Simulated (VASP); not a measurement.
# Be2C (Fm-3m) in VASP: further runs, part 2 of 2

VASP 6.6.1.

### 3 Single point, r2SCAN

This run uses another cell than the first one, of 6.66 Å³/atom.

POSCAR reads:

```
Be2C
1.0
    2.1536007296      2.1536007296      0.0000000000
   -2.1536007296      2.1536007296      0.0000000000
    0.0000000000      2.1536007296      2.1536007296
Be C
2 1
Direct
    0.2500000000      0.7500000000      0.5000000000
    0.7500000000      0.2500000000      0.5000000000
    0.0000000000      0.0000000000      0.0000000000
```

INCAR.step1 reads:

```
  ALGO = Normal
  EDIFF = 1E-5
  ENCUT = 660
  GGA = PE
  GGA_COMPAT = False
  ISMEAR = 0
  LASPH = True
  LCHARG = False
  LREAL = False
  LWAVE = True
  NBANDS = 11
  NELM = 120
  PREC = Accurate
  SIGMA = 0.01
```

INCAR.step2 reads:

```
  ALGO = Normal
  EDIFF = 1E-6
  ENCUT = 660
  GGA_COMPAT = False
  ISIF = 2
  ISMEAR = 0
  ISTART = 1
  LASPH = True
  LCHARG = True
  LELF = True
  LMIXTAU = True
  LREAL = False
  LVHAR = True
  LWAVE = False
  METAGGA = R2SCAN
  NBANDS = 11
  NELM = 120
  PREC = Accurate
  SIGMA = 0.01
```

KPOINTS reads:

```
k-points
0
Gamma
  10 10 10
```

Potentials or basis: VASP PAW PBE potentials, release 64 (Be, C).

Command:

```sh
> cat potpaw_PBE.64/Be/POTCAR potpaw_PBE.64/C/POTCAR > POTCAR
> cp INCAR.step1 INCAR
> mpirun -np 1 vasp_std > vasp.out
> cp INCAR.step2 INCAR
> mpirun -np 1 vasp_std > vasp.out
```

OUTCAR:

```text
EDIFF = 1E-6
   ENCUT = 660
   ISIF = 2
   ISMEAR = 0
   ISTART = 1
   LASPH = True
   LREAL = False
   METAGGA = R2SCAN
   NELM = 120
   PREC = Accurate

 ion  position               nearest neighbor table
   1  0.250  0.750  0.500-   3 1.87   3 1.87   3 1.87   3 1.87   2 2.15   2 2.15   2 2.15   2 2.15
                             2 2.15   2 2.15
   2  0.750  0.250  0.500-   3 1.87   3 1.87   3 1.87   3 1.87   1 2.15   1 2.15   1 2.15   1 2.15
                             1 2.15   1 2.15
   3  0.000  0.000  0.000-   2 1.87   1 1.87   1 1.87   2 1.87   1 1.87   2 1.87   2 1.87   1 1.87

  LATTYP: Found a face centered cubic cell.
 ALAT       =     4.3072014592

  Lattice vectors:

 A1 = (   0.0000000000,   2.1536007296,   2.1536007296)
 A2 = (   2.1536007296,   0.0000000000,   2.1536007296)
 A3 = (   2.1536007296,   2.1536007296,   0.0000000000)

Analysis of symmetry for initial positions (statically):
=====================================================================
 Subroutine PRICEL returns:
 Original cell was already a primitive cell.

 Routine SETGRP: Setting up the symmetry group for a
 face centered cubic supercell.

[... 182 lines left out ...]
      5      12.5104      0.00000
      6      12.5104      0.00000
      7      12.5104      0.00000
      8      15.4399      0.00000
      9      22.3675      0.00000
     10      22.3675      0.00000
     11      22.3675      0.00000
[... 309 lines left out ...]
 k-point    24 :       0.4000    0.3000    0.0000
  band No.  band energies     occupation
      1      -4.3953      2.00000
      2       0.0590      2.00000
      3       1.9443      2.00000
      4       4.0618      2.00000
      5      12.1244      0.00000
      6      18.0393      0.00000
      7      18.7093      0.00000
      8      19.5956      0.00000
      9      21.5002      0.00000
     10      22.0377      0.00000
     11      26.9233      0.00000

 [... further k-points ...]

------------------------ aborting loop because EDIFF is reached ----------------------------------------

  FORCE on cell =-STRESS in cart. coord.  units (eV):
  Direction    XX          YY          ZZ          XY          YZ          ZX
  --------------------------------------------------------------------------------------
  -------------------------------------------------------------------------------------
  Total        0.3530673      0.3530673      0.3530673      0.0000000      0.0000000     -0.0000000
  in kB       28.3166906     28.3166906     28.3166906      0.0000000      0.0000000     -0.0000000
  external PRESSURE =      28.3166906 kB  Pullay stress =       0.0000000 kB

 VOLUME and BASIS-vectors are now :
 -----------------------------------------------------------------------------
  energy-cutoff  :      660.00
  volume of cell :       19.98
      direct lattice vectors                 reciprocal lattice vectors
     2.153600730  2.153600730  0.000000000     0.232169312  0.232169312 -0.232169312
    -2.153600730  2.153600730  0.000000000    -0.232169312  0.232169312 -0.232169312
     0.000000000  2.153600730  2.153600730     0.000000000  0.000000000  0.464338624

 POSITION                                       TOTAL-FORCE (eV/Angst)
 -----------------------------------------------------------------------------------
     -1.07680      3.23040      1.07680         0.000000     -0.000000     -0.000000
      1.07680      3.23040      1.07680        -0.000000      0.000000      0.000000
      0.00000      0.00000      0.00000        -0.000000      0.000000      0.000000
 -----------------------------------------------------------------------------------
    total drift:                                0.000000      0.000000     -0.000000

  FREE ENERGIE OF THE ION-ELECTRON SYSTEM (eV)
  ---------------------------------------------------
  free  energy   TOTEN  =       -19.4734399264 eV

  energy  without entropy=      -19.4734399264  energy(sigma->0) =      -19.47343993
```

OUTCAR.step1:

```text
EDIFF = 1E-5
   ENCUT = 660
   GGA = PE
   ISMEAR = 0
[... 564 lines left out ...]
     -1.07680      3.23040      1.07680         0.000000      0.000000      0.000000
      1.07680      3.23040      1.07680        -0.000000     -0.000000     -0.000000
      0.00000      0.00000      0.00000        -0.000000      0.000000      0.000000
 -----------------------------------------------------------------------------------
    total drift:                                0.000000      0.000000     -0.000000

  FREE ENERGIE OF THE ION-ELECTRON SYSTEM (eV)
  ---------------------------------------------------
  free  energy   TOTEN  =       -17.4551902381 eV

  energy  without entropy=      -17.4551902381  energy(sigma->0) =      -17.45519024
```

OSZICAR.step1:

```text
N       E                     dE             d eps       ncg     rms          rms(c)
DAV:   1     0.952617996968E+01    0.95262E+01   -0.47839E+03  1042   0.827E+02
DAV:   2    -0.174922002131E+02   -0.27018E+02   -0.25277E+02  1377   0.145E+02
DAV:   3    -0.185703687560E+02   -0.10782E+01   -0.10723E+01  1364   0.215E+01
DAV:   4    -0.185775195849E+02   -0.71508E-02   -0.71488E-02  1194   0.204E+00
DAV:   5    -0.185775615556E+02   -0.41971E-04   -0.41970E-04  1330   0.139E-01    0.539E+00
DAV:   6    -0.175201369589E+02    0.10574E+01   -0.30777E+00  1073   0.837E+00    0.213E+00
DAV:   7    -0.174645766490E+02    0.55560E-01   -0.19391E-01  1269   0.311E+00    0.128E+00
DAV:   8    -0.174553719974E+02    0.92047E-02   -0.11442E-02  1124   0.127E+00    0.208E-01
DAV:   9    -0.174551899971E+02    0.18200E-03   -0.26064E-04  1295   0.108E-01    0.120E-01
DAV:  10    -0.174551908090E+02   -0.81198E-06   -0.14692E-04  1198   0.854E-02    0.111E-02
DAV:  11    -0.174551902381E+02    0.57095E-06   -0.18161E-05   993   0.227E-02
   1 F= -.17455190E+02 E0= -.17455190E+02  d E =-.482639E-25
```

Wall time 2 min (1 thread of Intel Xeon 8259CL, shared host); peak memory 0.16 GiB.

Results:

```
Free energy            : -19.4734 eV
Pressure               : 2.8 GPa
Band gap on the k mesh : 1.53 eV (least direct gap 4.65 eV)
```

Levels at points of the mesh, in eV from the valence-band top:
```tsv
k point	band 1	band 2	band 3	band 4	band 5	band 6	band 7	band 8
(0.00, 0.00, 0.00)	-16.05	0.00	0.00	0.00	4.65	4.65	4.65	7.58
(0.50, 0.00, 0.00)	-13.06	-9.17	-1.93	-1.93	5.56	5.56	7.73	10.90
(0.50, 0.50, 0.00)	-12.24	-7.19	-4.97	-4.97	1.53	6.28	14.57	14.57
```

Caveat: the PAW data sets were made with another functional, which shifts forces and pressure a little. A k mesh can miss the band edges.
